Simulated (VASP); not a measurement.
# ZrS2 (P-3m1) in VASP: a series of runs, part 2 of 2

VASP 6.6.1. The steps go on from the part before.

## 5. Single point, PBE

File INCAR:

```
PREC = Accurate
ENCUT = 500
EDIFF = 1E-6
ISMEAR = 0
SIGMA = 0.1
LREAL = F
LASPH = T
NELM = 120
ALGO = Normal
ISIF = 2
LWAVE = F
LCHARG = F
GGA = PE
NBANDS = 19
GGA_COMPAT = F
```

File KPOINTS:

```
Automatic mesh
0
Gamma
  6 6 4
```

File POSCAR:

```
ZrS2
1.0
    3.6913825498      0.0000000000      0.0000000000
   -1.8456912749      3.1968310632      0.0000000000
    0.0000000000      0.0000000000      6.0410770100
Zr S
1 2
Direct
    0.0000000000      0.0000000000      0.0000000000
    0.6666666667      0.3333333333      0.7620900300
    0.3333333333      0.6666666667      0.2379099700
```

Potentials or basis: VASP PAW PBE potentials, release 64 (Zr_sv, S).

The run is started by

```console
$ cat potpaw_PBE.64/Zr_sv/POTCAR potpaw_PBE.64/S/POTCAR > POTCAR
$ mpirun -np 1 vasp_std > vasp.out
```

OUTCAR:

```text
PREC = Accurate
   ENCUT = 500
   EDIFF = 1E-6
   ISMEAR = 0
   LREAL = F
   LASPH = T
   NELM = 120
   ISIF = 2
   GGA = PE

 ion  position               nearest neighbor table
   1  0.000  0.000  0.000-   2 2.57   3 2.57   3 2.57   2 2.57   2 2.57   3 2.57
   2  0.667  0.333  0.762-   1 2.57   1 2.57   1 2.57
   3  0.333  0.667  0.238-   1 2.57   1 2.57   1 2.57

  LATTYP: Found a hexagonal cell.
 ALAT       =     3.6913825498
 C/A-ratio  =     1.6365350728

  Lattice vectors:

 A1 = (   3.6913825498,   0.0000000000,   0.0000000000)
 A2 = (  -1.8456912749,   3.1968310632,   0.0000000000)
 A3 = (   0.0000000000,   0.0000000000,   6.0410770100)

Analysis of symmetry for initial positions (statically):
=====================================================================
 Subroutine PRICEL returns:
 Original cell was already a primitive cell.

 Routine SETGRP: Setting up the symmetry group for a
 hexagonal supercell.

 Subroutine GETGRP returns: Found 12 space group operations
 (whereof 12 operations were pure point group operations)
 out of a pool of 24 trial point group operations.

The static configuration has the point symmetry D_3d.

Analysis of symmetry for dynamics (positions and initial velocities):
=====================================================================
 Subroutine PRICEL returns:
 Original cell was already a primitive cell.

 Routine SETGRP: Setting up the symmetry group for a
 hexagonal supercell.

 Subroutine GETGRP returns: Found 12 space group operations
 (whereof 12 operations were pure point group operations)
[... 112 lines left out ...]
   TEBEG  =    0.0;   TEEND  =   0.0 temperature during run
   PSTRESS=    0.0 pullay stress
   NELECT =      24.0000    total number of electrons
   NUPDOWN=      -1.0000    fix difference up-down
   EMIN   =  10.00;   EMAX   =-10.00  energy-range for DOS
   EFERMI =   0.00;   METHOD = LEGACY
   ISMEAR =     0;   SIGMA  =   0.10  broadening in eV -4-tet -1-fermi 0-gaus
   EFERMI_NEDOS =   21; number of points for ismear=-14 and -15
   IALGO  =     38    algorithm
   IMIX   =      4    mixing-type and parameters
     AMIX     =   0.40;   BMIX     =  1.00
     AMIX_MAG =   1.60;   BMIX_MAG =  1.00
  volume/ion in A,a.u.               =      23.76       160.36
  Fermi-wavevector in a.u.,A,eV,Ry     =   1.138861  2.152136 17.646828  1.297005
  Thomas-Fermi vector in A             =   2.275565
   LORBIT       =      0    0 simple, 1 ext, 2 COOP (PROOUT), +10 PAW based schemes
   GGA     = PE    functional components
   LHFCALC =     F    Hartree Fock is set to
   AEXX    =    0.0000 exact exchange contribution
   IVDW    =     0    specifies the selected vdW correction
   LEPSILON=     F    determine dielectric tensor
   LRPA    =     F    only Hartree local field effects (RPA)
 non-spin polarized calculation
 Gauss-broadening in eV      SIGMA  =   0.10
  energy-cutoff  :      500.00
  volume of cell :       71.29
 maximum number of plane-waves:      1834
 NGX is ok and might be reduce to    28
   NGX = 13   NGY = 13   NGZ = 23

 number of electron      23.9999999 magnetization

 Free energy of the ion-electron system (eV)
  ---------------------------------------------------
  ext. energy  EPLUGINS =         0.00000000
  ---------------------------------------------------
  free energy    TOTEN  =       -21.41730966 eV

  energy without entropy =      -21.41730966  energy(sigma->0) =      -21.41730966

 E-fermi :   4.5199     XC(G=0):  -9.3226

 val. band max:        4.0703172171   @ k =   0.0000   0.0000   0.0000
 cond. band min:       5.1449709702   @ k =   0.5000   0.0000   0.5000
 fundamental gap:      1.0746537531
 Fermi energy:         4.5199201910

 k-point     1 :       0.0000    0.0000    0.0000
  band No.  band energies     occupation
      1     -44.8726      2.00000
      2     -22.9312      2.00000
      3     -22.7798      2.00000
      4     -22.7798      2.00000
      5      -8.4430      2.00000
      6      -7.0514      2.00000
[... 505 lines left out ...]
      6      -7.2103      2.00000
[... 11 lines left out ...]
     18      12.3889      0.00000
     19      12.7492      0.00000

------------------------ aborting loop because EDIFF is reached ----------------------------------------

  FORCE on cell =-STRESS in cart. coord.  units (eV):
  Direction    XX          YY          ZZ          XY          YZ          ZX
  --------------------------------------------------------------------------------------
  -------------------------------------------------------------------------------------
  Total        0.0785951      0.0785951      0.5095847      0.0000000      0.0000000     -0.0000000
  in kB        1.7663755      1.7663755     11.4525934      0.0000000      0.0000000     -0.0000000
  external PRESSURE =       4.9951148 kB  Pullay stress =       0.0000000 kB

 VOLUME and BASIS-vectors are now :
 -----------------------------------------------------------------------------
  energy-cutoff  :      500.00
  volume of cell :       71.29
      direct lattice vectors                 reciprocal lattice vectors
     3.691382550  0.000000000  0.000000000     0.270901210  0.156404887  0.000000000
    -1.845691275  3.196831063  0.000000000     0.000000000  0.312809773  0.000000000
     0.000000000  0.000000000  6.041077010     0.000000000  0.000000000  0.165533397

 POSITION                                       TOTAL-FORCE (eV/Angst)
 -----------------------------------------------------------------------------------
      0.00000      0.00000      0.00000        -0.000000      0.000000      0.000000
      1.84569      1.06561      4.60384         0.000000     -0.000000     -0.044654
     -0.00000      2.13122      1.43723        -0.000000      0.000000      0.044654
 -----------------------------------------------------------------------------------
    total drift:                                0.000000      0.000000      0.000000

  FREE ENERGIE OF THE ION-ELECTRON SYSTEM (eV)
  ---------------------------------------------------
  free  energy   TOTEN  =       -21.4173096553 eV

  energy  without entropy=      -21.4173096553  energy(sigma->0) =      -21.41730966
```

stdout:

```text
POSCAR found type information on POSCAR ZrS
 POSCAR found :  2 types and       3 ions
 scaLAPACK will be used
 LDA part: xc-table for (Slater+PW92), standard interpolation
 POSCAR, INCAR and KPOINTS ok, starting setup
 FFT: planning ... GRIDC
 FFT: planning ... GRID_SOFT
 FFT: planning ... GRID
 WAVECAR not read
 entering main loop
```

Wall time 26 s (1 thread of Intel Xeon Platinum 8375C at 2.90GHz (Ice Lake), shared host); peak memory 0.19 GiB.

What came out:

| Quantity | Value |
| --- | --- |
| Free energy | -21.4173 eV |
| Pressure | 0.5 GPa |
| Largest force | 0.045 eV/Å |
| Band gap on the k mesh | 1.07 eV (least direct gap 1.64 eV) |

Forces in eV/Å, atoms in the order of the input:
```
Zr   0.000  0.000  0.000
S    0.000  0.000 -0.045
S    0.000  0.000  0.045
```

Stress tensor (GPa, compression positive):
```
0.18 0.00 0.00
0.00 0.18 0.00
0.00 0.00 1.15
```

Caveat: this functional lacks dispersion, which binds the layers, so the pressure and a relaxed spacing across them are unreliable.

## 6. The runs side by side

| level | smearing | gap on the mesh (eV) | pressure (GPa) | largest force (eV/Å) |
| --- | --- | --- | --- | --- |
| PBE | gaussian 0.1 eV | 1.07 | 0.5 | 0.04 |
| PBE | tetrahedron | 1.07 | 0.5 | 0.04 |
| PBE+D3(BJ) | gaussian 0.1 eV | 1.07 | -1.9 | 0.06 |

Alike in all rows: task single point; potentials or basis VASP PAW PBE potentials, release 64 (Zr_sv, S); no spin polarisation; cell as given; k mesh 6 × 6 × 4; cutoff (eV) 500.

The pressure there spans -1.9 GPa (PBE+D3(BJ)) to 0.5 GPa (PBE); a positive pressure means that this level wants a larger cell, a negative one a smaller.

Caveats: this functional lacks dispersion, which binds the layers, so the pressure and a relaxed spacing across them are unreliable (at least some runs); three body term missing (at least some runs).

Absolute energies hang on the potentials; compare differences alone.
